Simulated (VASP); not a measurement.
A run of VASP 6.6.1:

The input INCAR:

```
SYSTEM = Te2Mo
PREC = Accurate
ENCUT = 520
EDIFF = 1E-7
ISMEAR = 0
SIGMA = 0.05
LREAL = .False.
LASPH = .True.
NELM = 60
ALGO = Normal
ISIF = 2
LWAVE = .False.
LCHARG = .False.
GGA = CA
NBANDS = 35
```

File KPOINTS:

```
Automatic mesh
0
Gamma
  6 10 1
  0 0 0
```

POSCAR

```
Te2Mo
1.0
    6.3616090156      0.0000000000      0.0000000000
    0.0000000000      3.4804030600      0.0000000000
   -0.0857412231      0.0000000000     36.1758904685
Te Mo
4 2
Direct
    0.0791521300      0.7500000000      0.4434726800
    0.9208478700      0.2500000000      0.5565273200
    0.5707489000      0.2500000000      0.4592964200
    0.4292511000      0.7500000000      0.5407035800
    0.8186524400      0.7500000000      0.5025346300
    0.1813475600      0.2500000000      0.4974653700
```

Potentials or basis: VASP PAW LDA potentials, release 64 (Te, Mo_sv).

Run with:

```bash
$ cat potpaw_LDA.64/Te/POTCAR potpaw_LDA.64/Mo_sv/POTCAR > POTCAR
$ mpirun -np 1 vasp_std > vasp.out
```

Hardware: 1 thread of Intel(R) Xeon(R) Platinum 8375C CPU @ 2.90GHz (Ice Lake) (shared host).

Question: Estimate the wall time of this run.

Answer: Wall time 14 min on 1 thread of Intel(R) Xeon(R) Platinum 8375C CPU @ 2.90GHz (Ice Lake), with other jobs on the host, peak memory 0.92 GiB. Counts: scf iterations 28, k points 24.
